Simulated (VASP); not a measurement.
# La2O3: single point with PBE

Crystal: La2O3.

```
La O
1.0
     6.49521    0.00000    0.00000
    -3.24761    5.62502    0.00000
     0.00000    0.00000    3.35442
La O
2 3
Cartesian
  3.2476 1.8750 1.6708
  0.0000 3.7500 1.6836
  3.2775 0.0000 0.0000
  -1.6388 2.8384 0.0000
  1.6088 2.7866 0.0000
```

This cell differs from its parent crystal: volume scaled by 1.06.

```yaml
Program: VASP 6.6.1
Task: single point
Functional: PBE
Potentials_or_basis: VASP PAW PBE potentials, release 64 (La, O)
Cutoff: 520 eV
k_mesh: 5 × 5 × 8
Occupations: fermi-dirac, width 0.05 eV
Spin: no spin polarisation
Dipole_correction: no
Further_INCAR_settings: ALGO = Normal; EDIFF = 1e-06; NBANDS = 28
```

* Pressure: -5.0 GPa
* Largest force: 0.050 eV/Å
* Band gap on the k mesh: 1.87 eV, indirect (least direct gap 2.16 eV)

Forces on the atoms (eV/Å):
```
La   0.000  0.000 -0.001
La   0.000  0.000  0.001
O   -0.050  0.000  0.000
O    0.025 -0.044  0.000
O    0.025  0.044  0.000
```

Stress tensor (GPa, compression positive):
```
-4.11  0.00  0.00
 0.00 -4.11  0.00
 0.00  0.00 -6.79
```

Levels at points of the mesh, in eV from the valence-band top:
```csv
k point,band 18,band 19,band 20,band 21,band 22,band 23
"(0.00, 0.00, 0.00)",-0.75,-0.35,-0.29,1.87,3.58,3.98
"(0.00, 0.00, 0.50)",-0.78,-0.02,0.00,4.18,4.26,4.27
```

Run time: 100 s on 1 thread of AMD EPYC 7R13 Processor (Zen 3) (shared host), peak memory 0.27 GiB.

Caveat: spin-orbit coupling is left out, which moves the levels of the heavy elements. A k mesh can miss the band edges.
